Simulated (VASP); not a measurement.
Set up this calculation in VASP 6.6.1, as the native input.

```
Task                   : single point
Functional             : PBEsol
Potentials or basis    : VASP PAW PBE potentials, release 64 (Sn_d)
Cutoff                 : 520 eV
k mesh                 : 20 × 20 × 20
Occupations            : gaussian, width 0.15 eV
Spin                   : no spin polarisation
Dipole correction      : no
Further INCAR settings : ALGO = Fast; EDIFF = 1e-06; NBANDS = 13
```

The structure of Sn lies in POSCAR:

```
Sn
1.0
   -2.0582488288      2.0582488288      1.6054340865
    2.0582488288     -2.0582488288      1.6054340865
    2.0582488288      2.0582488288     -1.6054340865
Sn
1
Direct
    0.0000000000      0.0000000000      0.0000000000
```

This cell differs from its parent crystal: ratio of the length along z to the lengths across it x 0.78, volume and fractional coordinates fixed.

One way to write it, as run:

INCAR

```
  ALGO = Fast
  EDIFF = 1E-6
  ENCUT = 520
  GGA = PS
  ISIF = 2
  ISMEAR = 0
  LASPH = True
  LCHARG = False
  LREAL = False
  LWAVE = False
  NBANDS = 13
  NELM = 100
  PREC = Accurate
  SIGMA = 0.15
```

KPOINTS

```
k-points
0
Gamma
  20 20 20
```

Potentials or basis: VASP PAW PBE potentials, release 64 (Sn_d).

Run with:

```bash
$ cat potpaw_PBE.64/Sn_d/POTCAR > POTCAR
$ mpirun -np 1 vasp_std > vasp.out
```

Results of the run:

| Property | Result |
| --- | --- |
| Pressure | -1.1 GPa |
| Band gap on the k mesh | zero (bands 7 and 8 overlap by 8.34 eV) |

Caveat: the PAW data sets were made with another functional, which shifts forces and pressure a little; spin-orbit coupling is left out, which moves the levels of the heavy elements.

Run time: 3.2 min on 1 thread of Intel(R) Xeon(R) Platinum 8488C (Sapphire Rapids), on a shared host, peak memory 0.32 GiB.
